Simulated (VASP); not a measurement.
Write the native input for VASP 6.6.1 that does the following.

```yaml
Task: single point
Functional: revPBE
Potentials_or_basis: VASP PAW PBE potentials, release 64 (Sn_d, O)
Cutoff: 520 eV
k_mesh: 4 × 4 × 3
Occupations: fermi-dirac, width 0.05 eV
Spin: no spin polarisation
Dipole_correction: no
Further_INCAR_settings: ALGO = Normal; EDIFF = 1e-06; NBANDS = 28
```

The structure of SnO lies in POSCAR:

```
SnO
1.0
    3.8136952200      0.0000000000      0.0000000000
    0.0000000000      3.8136952200      0.0000000000
    0.0000000000      0.0000000000      4.8869133000
Sn O
2 2
Direct
    0.5000000000      0.0000000000      0.7646261400
    0.0000000000      0.5000000000      0.2353738600
    0.0000000000      0.0000000000      0.0000000000
    0.5000000000      0.5000000000      0.0000000000
```

The input as run:

INCAR

```
SYSTEM = SnO
  PREC = Accurate
  ENCUT = 520
  EDIFF = 1E-6
  ISMEAR = -1
  SIGMA = 0.05
  LREAL = .False.
  LASPH = .True.
  NELM = 100
  ALGO = Normal
  ISIF = 2
  LWAVE = .False.
  LCHARG = .False.
  GGA = RE
  NBANDS = 28
```

KPOINTS

```
regular mesh
0
Gamma
  4 4 3
  0 0 0
```

Potentials or basis: VASP PAW PBE potentials, release 64 (Sn_d, O).

Run with:

```sh
$ cat potpaw_PBE.64/Sn_d/POTCAR potpaw_PBE.64/O/POTCAR > POTCAR
$ mpirun -np 1 vasp_std > vasp.out
```

Results of the run:

| Property | Result |
| --- | --- |
| Pressure | 5.7 GPa |
| Largest force | 0.626 eV/Å |
| Band gap on the k mesh | 0.16 eV, indirect (least direct gap 2.05 eV) |

Caveat: the k points lie up to 0.43 Å⁻¹ apart; the PAW data sets were made with another functional, which shifts forces and pressure a little; spin-orbit coupling is left out, which moves the levels of the heavy elements.

It took 19 s on 1 thread of Intel(R) Xeon(R) Platinum 8488C (Sapphire Rapids) (shared host), peak memory 0.17 GiB.
